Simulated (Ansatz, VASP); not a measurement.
Two plane-wave programs on Hf

```
Hf
1.0
     3.19670    0.00000    0.00000
    -1.59835    2.76842    0.00000
     0.00000    0.00000    4.90607
Hf
2
Direct
  0.33333 0.66667 0.25000
  0.66667 0.33333 0.75000
```

Change from the starting cell: strain +0.000 along x and y, -0.030 along z, atoms carried along.

Alike in both runs: task single point; functional PBE; k mesh 18 × 18 × 10; occupations gaussian, width 0.15 eV; no spin polarisation.

```csv
,VASP,Ansatz
version,VASP 6.6.1,Ansatz 0.2.0
potentials or method,"VASP PAW PBE potentials, release 64 (Hf_pv), cutoff 520 eV","scalar-relativistic, plane waves, PAW"
valence electrons in the cell,20,52
```

Ansatz gave:

- gap on the k mesh at the Fermi level (eV): none
- pressure (GPa): 4.4
- traceless stress, the component that is largest in VASP (GPa): 2.86

**Question.** What did VASP give for the same quantities?

**Answer.** gap on the k mesh at the Fermi level (eV): none; pressure (GPa): 4.0; traceless stress, the component that is largest in VASP (GPa): 2.78.

A gap of «none» marks a metal or a gap that the smearing closes. The functional is the same, so the differences come from potentials, cutoffs and numerics. VASP's potentials hold 20 valence electrons a cell and Ansatz's 52, so a difference there can come from the potentials and not from the codes.

Spin-orbit coupling is off throughout.
